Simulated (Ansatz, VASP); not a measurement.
# P in VASP and in Ansatz

```xyz
4
Lattice="1.6549 -5.0813 0.0000 1.6549 5.0813 0.0000 0.0000 0.0000 4.1282" Properties=species:S:1:pos:R:3 pbc="T T T"
P     1.6549   -3.9992    0.2931
P     1.6549   -1.0821    2.3572
P     1.6549    3.9992    3.8351
P     1.6549    1.0821    1.7710
```

Alike in both runs: functional LDA; k mesh 14 × 14 × 10; occupations gaussian, width 0.1 eV; no spin polarisation.

Ansatz relaxed the structure, and its values are those at the end. VASP's run is a single point on that final structure, the one shown.

```csv
,VASP,Ansatz
version,VASP 6.6.1,Ansatz 0.2.0
potentials or method,"VASP PAW LDA potentials, release 64 (P), cutoff 520 eV","scalar-relativistic, plane waves, PAW"
valence electrons in the cell,20,20
```

|  | VASP | Ansatz | Ansatz less VASP |
| --- | --- | --- | --- |
| gap on the k mesh at the Fermi level (eV) | none | none | - |
| pressure (GPa) | -0.3 | 0.0 | +0.28 |
| rms of the force components (eV/Å) | 0.030 | 0.000 | -0.0293 |

LDA's correlation is that of Perdew and Zunger in VASP and of Perdew and Wang (1992) in Ansatz. A gap of «none» marks a metal or a gap that the smearing closes.
